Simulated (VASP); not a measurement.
## Pt: single point with PBE

The system is Pt.

```
Pt
1.0
     0.00000    1.98496    1.98496
     1.98496    0.00000    1.98496
     1.98496    1.98496    0.00000
Pt
1
Direct
  0.00000 0.00000 0.00000
```

| Quantity | Value |
| --- | --- |
| Program | VASP 6.6.1 |
| Task | single point |
| Functional | PBE |
| Potentials or basis | VASP PAW PBE potentials, release 64 (Pt) |
| Cutoff | 520 eV |
| k mesh | 18 × 18 × 18 |
| Occupations | gaussian, width 0.1 eV |
| Spin | no spin polarisation |
| Dipole correction | no |
| Further INCAR settings | ALGO = Normal; EDIFF = 1e-06; NBANDS = 11 |

The pressure is -0.5 GPa. The band gap on the k mesh is zero (band 5 reaches 11.03 eV, above the bottom of band 6 at 8.94 eV).

Levels at points of the mesh, in eV from the Fermi level:
```tsv
k point	band 1	band 2	band 3	band 4	band 5	band 6	band 7	band 8	band 9	band 10
(0.00, 0.00, 0.00)	-9.81	-3.57	-3.57	-3.57	-1.54	-1.54	14.74	19.50	19.50	19.50
(0.50, 0.00, 0.00)	-6.95	-3.63	-3.63	-0.32	0.03	0.03	5.57	14.29	18.73	18.73
(0.50, 0.50, 0.00)	-6.68	-6.25	-0.01	0.45	0.45	1.85	8.49	11.28	11.28	19.70
```

Run time: 12 s on 1 thread of Intel(R) Xeon(R) 6975P-C (Granite Rapids), on a shared host, peak memory 0.16 GiB.

Caveat: spin-orbit coupling is left out, which moves the levels of the heavy elements.
